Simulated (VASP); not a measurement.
# Mg2ZnO3 (Imm2) in VASP: single point with r2SCAN+rVV10

Aim: the single point of Mg2ZnO3 with r2SCAN+rVV10.

All numbers are computed with VASP 6.6.1; they aren't measurements. Logs are shortened: lines on timing, memory, paths and dates and some standing lists are left out, and cuts for length are marked.

## 1. The cell of the first run

It takes space group Imm2 (No. 44, orthorhombic). Conventional cell: a = 3.226 Å, b = 9.651 Å, c = 4.524 Å, α = 90.00°, β = 90.00°, γ = 90.00°. Mg (site symmetry m) has 4 O at 1.96 to 1.97 Å within 2.6 Å. Within 2.6 Å of Zn (site symmetry mm2) lie 4 O at 1.97 to 1.98 Å. Within 2.6 Å of O (site symmetry m) lie 3 Mg at 1.96 to 1.97 Å and 1 Zn at 1.97 Å. Within 2.6 Å of O (site symmetry mm2) lie 2 Mg at 1.96 Å and 2 Zn at 1.98 Å.

## 2. Single point, r2SCAN+rVV10

Contents of POSCAR:

```
Mg2ZnO3
1.0
   -1.6129490414      4.8254156861      2.2621366236
    1.6129490414     -4.8254156861      2.2621366236
    1.6129490414      4.8254156861     -2.2621366236
Mg Zn O
2 1 3
Direct
    0.4195088464      0.2531656701      0.1663431764
    0.0868224937      0.2531656701      0.8336568236
    0.7489343187      0.2489343187      0.5000000000
    0.3319492248      0.0000592809      0.3318899439
    0.6681693370      0.0000592809      0.6681100561
    0.0036137694      0.0036137694      0.0000000000
```

Contents of INCAR.step1:

```
SYSTEM = Mg2ZnO3
ALGO     = Normal         ! electronic algorithm
EDIFF    = 1E-4           ! SCF threshold, eV
ENCUT    = 520            ! plane-wave cutoff, eV
GGA      = PE             ! functional
ISMEAR   = -1             ! smearing method
LASPH    = .TRUE.         ! aspherical terms in the spheres
LCHARG   = .FALSE.        ! write CHGCAR
LREAL    = .FALSE.        ! projectors in reciprocal space
LWAVE    = .TRUE.         ! write WAVECAR
NBANDS   = 26             ! bands
NELM     = 80             ! most SCF steps
PREC     = Accurate       ! precision mode
SIGMA    = 0.03           ! smearing width, eV
```

Contents of INCAR.step2:

```
SYSTEM = Mg2ZnO3
ALGO     = Normal         ! electronic algorithm
BPARAM   = 11.95        
CPARAM   = 0.0093       
EDIFF    = 1E-6           ! SCF threshold, eV
ENCUT    = 520            ! plane-wave cutoff, eV
ISIF     = 2              ! what is computed and relaxed
ISMEAR   = -1             ! smearing method
ISTART   = 1            
IVDW_NL  = 2            
LASPH    = .TRUE.         ! aspherical terms in the spheres
LCHARG   = .FALSE.        ! write CHGCAR
LMIXTAU  = .TRUE.       
LREAL    = .FALSE.        ! projectors in reciprocal space
LUSE_VDW = .TRUE.       
LWAVE    = .FALSE.        ! write WAVECAR
METAGGA  = R2SCAN         ! meta-GGA
NBANDS   = 26             ! bands
NELM     = 80             ! most SCF steps
PREC     = Accurate       ! precision mode
SIGMA    = 0.03           ! smearing width, eV
```

Contents of KPOINTS:

```
k-points
0
G
  8 8 8
  0 0 0
```

Potentials or basis: VASP PAW PBE potentials, release 64 (Mg, Zn, O).

Started as:

```sh
$ cat potpaw_PBE.64/Mg/POTCAR potpaw_PBE.64/Zn/POTCAR potpaw_PBE.64/O/POTCAR > POTCAR
$ cp INCAR.step1 INCAR
$ mpirun -np 1 vasp_std > vasp.out
$ cp INCAR.step2 INCAR
$ mpirun -np 1 vasp_std > vasp.out
```

OUTCAR:

```text
SYSTEM = Mg2ZnO3
   BPARAM = 11.95
   EDIFF = 1E-6
   ENCUT = 520
   ISIF = 2
   ISMEAR = -1
   ISTART = 1
   IVDW_NL = 2
   LASPH = .TRUE.
   LREAL = .FALSE.
   METAGGA = R2SCAN
   NELM = 80
   PREC = Accurate

 ion  position               nearest neighbor table
   1  0.420  0.253  0.166-   5 1.96   5 1.96   6 1.96   4 1.97   3 3.20   3 3.20   2 3.21   2 3.21
                             2 3.21   2 3.21   2 3.21   3 3.22   3 3.22   3 3.22
   2  0.087  0.253  0.834-   4 1.96   4 1.96   6 1.96   5 1.97   3 3.20   3 3.20   1 3.21   1 3.21
                             1 3.21   1 3.21   1 3.21   3 3.22   3 3.22   3 3.22
   3  0.749  0.249  0.500-   4 1.97   5 1.97   6 1.98   6 1.98   1 3.20   1 3.20   2 3.20   2 3.20
                             2 3.22   1 3.22   1 3.22   1 3.22   2 3.22   2 3.22
   4  0.332  0.000  0.332-   2 1.96   2 1.96   1 1.97   3 1.97
   5  0.668  0.000  0.668-   1 1.96   1 1.96   2 1.97   3 1.97
   6  0.004  0.004  0.000-   1 1.96   2 1.96   3 1.98   3 1.98

  LATTYP: Found a body centered orthorhombic cell.
 ALAT       =     3.2258980828
 B/A-ratio  =     1.4024848681
 C/A-ratio  =     2.9916727449

  Lattice vectors:

 A1 = (   1.6129490414,  -4.8254156861,  -2.2621366236)
 A2 = (  -1.6129490414,  -4.8254156861,   2.2621366236)
 A3 = (  -1.6129490414,   4.8254156861,  -2.2621366236)

Analysis of symmetry for initial positions (statically):
=====================================================================
 Subroutine PRICEL returns:
 Original cell was already a primitive cell.

 Routine SETGRP: Setting up the symmetry group for a
 body centered orthorhombic supercell.

 Subroutine GETGRP returns: Found  4 space group operations
 (whereof  4 operations were pure point group operations)
 out of a pool of  8 trial point group operations.

The static configuration has the point symmetry C_2v.

Analysis of symmetry for dynamics (positions and initial velocities):
=====================================================================
 Subroutine PRICEL returns:
 Original cell was already a primitive cell.

 Routine SETGRP: Setting up the symmetry group for a
 body centered orthorhombic supercell.

 Subroutine GETGRP returns: Found  4 space group operations
 (whereof  4 operations were pure point group operations)
 out of a pool of  8 trial point group operations.

The dynamic configuration has the point symmetry C_2v.

 Subroutine INISYM returns: Found  4 space group operations
 (whereof  4 operations are pure point group operations),
 and found     1 'primitive' translations

----------------------------------------------------------------------------------------

                                     Primitive cell

  volume of cell :      70.4262

  direct lattice vectors                    reciprocal lattice vectors
    -1.612949041  4.825415686  2.262136624     0.000000000  0.103618016  0.221029974
     1.612949041 -4.825415686  2.262136624     0.309991194  0.000000000  0.221029974
     1.612949041  4.825415686 -2.262136624     0.309991194  0.103618016  0.000000000

  length of vectors
     5.568078956  5.568078956  5.568078956     0.244112562  0.380721408  0.326850476

  position of ions in fractional coordinates (direct lattice)
     0.419508846  0.253165670  0.166343176
     0.086822494  0.253165670  0.833656824
     0.748934319  0.248934319  0.500000000
     0.331949225  0.000059281  0.331889944
     0.668169337  0.000059281  0.668110056
     0.003613769  0.003613769  0.000000000

  ion indices of the primitive-cell ions
   primitive index   ion index
                 1           1
                 2           2
                 3           3
                 4           4
                 5           5
                 6           6

----------------------------------------------------------------------------------------

 KPOINTS: k-points

Automatic generation of k-mesh.
 Grid dimensions read from file:
 generate k-points for:    8    8    8

 Generating k-lattice:

  Cartesian coordinates                     Fractional coordinates (reciprocal lattice)
     0.000000000  0.012952252  0.027628747     0.125000000  0.000000000  0.000000000
     0.038748899  0.000000000  0.027628747     0.000000000  0.125000000  0.000000000
     0.038748899  0.012952252  0.000000000     0.000000000  0.000000000  0.125000000

  Length of vectors
     0.030514070  0.047590176  0.040856310

  Shift w.r.t. Gamma in fractional coordinates (k-lattice)
     0.000000000  0.000000000  0.000000000

 Subroutine IBZKPT returns following result:
 ===========================================

 Found     95 irreducible k-points:

 Following reciprocal coordinates:
            Coordinates               Weight
  0.000000  0.000000  0.000000      1.000000
  0.125000 -0.000000  0.000000      4.000000
  0.250000 -0.000000  0.000000      4.000000
  0.375000 -0.000000  0.000000      4.000000
  0.500000 -0.000000  0.000000      2.000000
 -0.000000  0.125000  0.000000      4.000000
[... 16 lines left out ...]
  0.125000  0.375000  0.000000      8.000000
  0.250000  0.375000  0.000000      8.000000
 [... further k-points ...]
   k-points           NKPTS =     95   k-points in BZ     NKDIM =     95   number of bands    NBANDS=     26
   number of dos      NEDOS =    301   number of ions     NIONS =      6
   total plane-waves  NPLWV =  74088
   dimension x,y,z NGX =    42 NGY =   42 NGZ =   42
   dimension x,y,z NGXF=    84 NGYF=   84 NGZF=   84
   ions per type =               2   1   3
   NGX,Y,Z   is equivalent  to a cutoff of  12.54, 12.54, 12.54 a.u.
   NGXF,Y,Z  is equivalent  to a cutoff of  25.08, 25.08, 25.08 a.u.
 SYSTEM =  Mg2ZnO3
   PREC   = accura    normal or accurate (medium, high low for compatibility)
   ISTART =      1    job   : 0-new  1-cont  2-samecut
   ICHARG =      0    charge: 1-file 2-atom 10-const
   ISPIN  =      1    spin polarized calculation?
   LNONCOLLINEAR =      F non collinear calculations
   LSORBIT =      F    spin-orbit coupling
   LASPH  =      T    aspherical Exc in radial PAW
   ENCUT  =  520.0 eV  38.22 Ry    6.18 a.u.  10.35 10.35 10.35*2*pi/ulx,y,z
   NELM   =     80;   NELMIN=  2; NELMDL=  0     # of ELM steps
   EDIFF  = 0.1E-05   stopping-criterion for ELM
   LREAL  =      F    real-space projection
   EDIFFG = 0.1E-04   stopping-criterion for IOM
   NSW    =      0    number of steps for IOM
   IBRION =     -1    ionic relax: 0-MD 1-quasi-New 2-CG
   NFREE  =      0    steps in history (QN), initial steepest desc. (CG)
   ISIF   =      2    stress and relaxation
   ISYM   =      2    0-nonsym 1-usesym 2-fastsym
   POTIM  = 0.5000    time-step for ionic-motion
   TEBEG  =    0.0;   TEEND  =   0.0 temperature during run
   PSTRESS=    0.0 pullay stress
   NELECT =      34.0000    total number of electrons
   NUPDOWN=      -1.0000    fix difference up-down
   EMIN   =  10.00;   EMAX   =-10.00  energy-range for DOS
   EFERMI =   0.00;   METHOD = LEGACY
   ISMEAR =    -1;   SIGMA  =   0.03  broadening in eV -4-tet -1-fermi 0-gaus
   EFERMI_NEDOS =   21; number of points for ismear=-14 and -15
   IALGO  =     38    algorithm
   IMIX   =      4    mixing-type and parameters
     AMIX     =   0.40;   BMIX     =  1.00
     AMIX_MAG =   1.60;   BMIX_MAG =  1.00
  volume/ion in A,a.u.               =      11.74        79.21
  Fermi-wavevector in a.u.,A,eV,Ry     =   1.284270  2.426919 22.440768  1.649350
  Thomas-Fermi vector in A             =   2.416474
   LORBIT       =      0    0 simple, 1 ext, 2 COOP (PROOUT), +10 PAW based schemes
   METAGGA = R2SCAN    functional components
   LHFCALC =     F    Hartree Fock is set to
   AEXX    =    0.0000 exact exchange contribution
   IVDW_NL    =     2    kernel type
   BPARAM     =11.9500
   IVDW    =     0    specifies the selected vdW correction
   LEPSILON=     F    determine dielectric tensor
   LRPA    =     F    only Hartree local field effects (RPA)
 non-spin polarized calculation
  energy-cutoff  :      520.00
  volume of cell :       70.43
 maximum number of plane-waves:      1910
 NGX is ok and might be reduce to    42
   NGX = 21   NGY = 21   NGZ = 21

 number of electron      33.9999996 magnetization

 Free energy of the ion-electron system (eV)
  ---------------------------------------------------
  ext. energy  EPLUGINS =         0.00000000
  ---------------------------------------------------
  free energy    TOTEN  =       -48.74890997 eV

  energy without entropy =      -48.74890997  energy(sigma->0) =      -48.74890997

 E-fermi :   1.5491     XC(G=0): -10.7904

 val. band max:        0.8529224774   @ k =   0.5000   0.5000   0.5000
 cond. band min:       3.7673654746   @ k =   0.0000   0.0000   0.0000
 fundamental gap:      2.9144429972
 Fermi energy:         1.5490723353

 k-point     1 :       0.0000    0.0000    0.0000
  band No.  band energies     occupation
      1     -17.0610      2.00000
      2     -16.2703      2.00000
      3     -16.1705      2.00000
      4      -3.8944      2.00000
      5      -3.8225      2.00000
      6      -3.5483      2.00000
[... 18 lines left out ...]
     25      15.8685      0.00000
     26      16.9179      0.00000

 k-point     2 :       0.1250   -0.0000    0.0000
  band No.  band energies     occupation
      1     -17.0228      2.00000
      2     -16.2936      2.00000
      3     -16.1861      2.00000
      4      -3.9006      2.00000
      5      -3.8283      2.00000
      6      -3.5676      2.00000
[... 18 lines left out ...]
     25      15.7655      0.00000
     26      16.8381      0.00000

 k-point     3 :       0.2500   -0.0000    0.0000
  band No.  band energies     occupation
      1     -16.9151      2.00000
      2     -16.3465      2.00000
      3     -16.2420      2.00000
      4      -3.9257      2.00000
      5      -3.8423      2.00000
      6      -3.6745      2.00000
[... 18 lines left out ...]
     25      15.4963      0.00000
     26      15.8627      0.00000

 k-point     4 :       0.3750   -0.0000    0.0000
  band No.  band energies     occupation
      1     -16.7621      2.00000
      2     -16.4209      2.00000
      3     -16.3223      2.00000
      4      -3.9792      2.00000
      5      -3.8562      2.00000
      6      -3.7781      2.00000
[... 18 lines left out ...]
     25      15.2166      0.00000
     26      15.4569      0.00000
[... 496 lines left out ...]
      1     -16.5073      2.00000
      2     -16.2610      2.00000
      3     -16.1788      2.00000
      4      -3.8457      2.00000
      5      -3.6611      2.00000
      6      -3.4985      2.00000
[... 18 lines left out ...]
     25      14.5715      0.00000
     26      15.9249      0.00000

 k-point    23 :       0.1250    0.3750    0.0000
  band No.  band energies     occupation
      1     -16.4497      2.00000
      2     -16.2889      2.00000
      3     -16.2063      2.00000
      4      -3.7898      2.00000
      5      -3.6975      2.00000
      6      -3.5665      2.00000
[... 18 lines left out ...]
     25      14.5338      0.00000
     26      15.4445      0.00000

 k-point    24 :       0.2500    0.3750    0.0000
  band No.  band energies     occupation
      1     -16.4274      2.00000
      2     -16.3075      2.00000
      3     -16.2149      2.00000
      4      -3.8104      2.00000
      5      -3.7479      2.00000
      6      -3.5559      2.00000
[... 18 lines left out ...]
     25      14.6866      0.00000
     26      14.9561      0.00000

 [... further k-points ...]
[... 5 lines left out ...]
  --------------------------------------------------------------------------------------
  -------------------------------------------------------------------------------------
  Total        0.0250459      0.0394827      0.0444196      0.0000000      0.0000000      0.0000000
  in kB        0.5697876      0.8982202      1.0105341      0.0000000      0.0000000      0.0000000
  external PRESSURE =       0.8261806 kB  Pullay stress =       0.0000000 kB

 VOLUME and BASIS-vectors are now :
 -----------------------------------------------------------------------------
  energy-cutoff  :      520.00
  volume of cell :       70.43
      direct lattice vectors                 reciprocal lattice vectors
    -1.612949041  4.825415686  2.262136624     0.000000000  0.103618016  0.221029974
     1.612949041 -4.825415686  2.262136624     0.309991194  0.000000000  0.221029974
     1.612949041  4.825415686 -2.262136624     0.309991194  0.103618016  0.000000000

 POSITION                                       TOTAL-FORCE (eV/Angst)
 -----------------------------------------------------------------------------------
      0.00000      1.60535      1.14539        -0.000000      0.001388     -0.000938
      1.61295      3.22007     -1.11675        -0.000000     -0.001388     -0.000938
      0.00000      4.82542      1.12625        -0.000000     -0.000000      0.000822
      0.00000      3.20301      0.00027         0.000000     -0.065444     -0.045017
     -0.00000      6.44782      0.00027        -0.000000      0.065444     -0.045017
      0.00000      0.00000      0.01635         0.000000      0.000000      0.091088
 -----------------------------------------------------------------------------------
    total drift:                                0.000131      0.000400     -0.008495

  FREE ENERGIE OF THE ION-ELECTRON SYSTEM (eV)
  ---------------------------------------------------
  free  energy   TOTEN  =       -48.7489099677 eV

  energy  without entropy=      -48.7489099677  energy(sigma->0) =      -48.74890997
```

Wall time 8.9 min (1 thread of Intel Xeon 6975P-C (Granite Rapids), shared host); peak memory 0.65 GiB.

Results:

| Property | Result |
| --- | --- |
| Free energy | -48.7489 eV |
| Pressure | 0.1 GPa |
| Largest force | 0.091 eV/Å |
| Band gap on the k mesh | 2.91 eV, indirect (least direct gap 2.93 eV) |

Forces in eV/Å, atoms in the order of the input:
```
Mg   0.000  0.001 -0.001
Mg   0.000 -0.001 -0.001
Zn   0.000  0.000  0.001
O    0.000 -0.065 -0.045
O    0.000  0.065 -0.045
O    0.000  0.000  0.091
```

Levels at points of the mesh, in eV from the valence-band top:
| k point | band 15 | band 16 | band 17 | band 18 | band 19 | band 20 |
| --- | --- | --- | --- | --- | --- | --- |
| (0.00, 0.00, 0.00) | -0.20 | -0.16 | -0.01 | 2.91 | 8.23 | 8.25 |
| (0.50, 0.00, 0.00) | -0.50 | -0.40 | -0.13 | 5.93 | 6.51 | 8.36 |
| (0.00, 0.50, 0.00) | -1.24 | -0.60 | -0.51 | 7.85 | 8.34 | 8.35 |
| (0.50, 0.50, 0.00) | -1.25 | -1.11 | -0.89 | 6.25 | 7.42 | 7.47 |
| (0.50, 0.50, 0.50) | -0.78 | -0.56 | 0.00 | 5.39 | 6.14 | 6.27 |

Caveat: the PAW data sets were made with another functional, which shifts forces and pressure a little.
